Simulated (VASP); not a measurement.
Set up this calculation in VASP 6.6.1, as the native input.

```
Task                   : single point
Functional             : PBE
Potentials or basis    : VASP PAW PBE potentials, release 64 (B)
Cutoff                 : 520 eV
k mesh                 : 23 × 23 × 23
Occupations            : fermi-dirac, width 0.08 eV
Spin                   : no spin polarisation
Dipole correction      : no
Further INCAR settings : ALGO = Normal; EDIFF = 1e-06; NBANDS = 8
```

The structure of B lies in POSCAR:

```
B
1.0
   -1.1442348727      1.1442348727      1.1442348727
    1.1442348727     -1.1442348727      1.1442348727
    1.1442348727      1.1442348727     -1.1442348727
B
1
Direct
    0.0000000000      0.0000000000      0.0000000000
```

One way to write it, as run:

INCAR

```
PREC = Accurate
ENCUT = 520
EDIFF = 1E-6
ISMEAR = -1
SIGMA = 0.08
LREAL = False
LASPH = True
NELM = 80
ALGO = Normal
ISIF = 2
LWAVE = False
LCHARG = False
GGA = PE
NBANDS = 8
```

KPOINTS

```
regular mesh
0
Gamma
  23 23 23
```

Potentials or basis: VASP PAW PBE potentials, release 64 (B).

Command:

```sh
$ cat potpaw_PBE.64/B/POTCAR > POTCAR
$ mpirun -np 1 vasp_std > vasp.out
```

Results of the run:

```yaml
Pressure: 5.8 GPa
```

Run time: 15 s on 1 thread of AMD EPYC 7R43 64-Core Processor (Zen 3), on a shared host, peak memory 0.08 GiB.
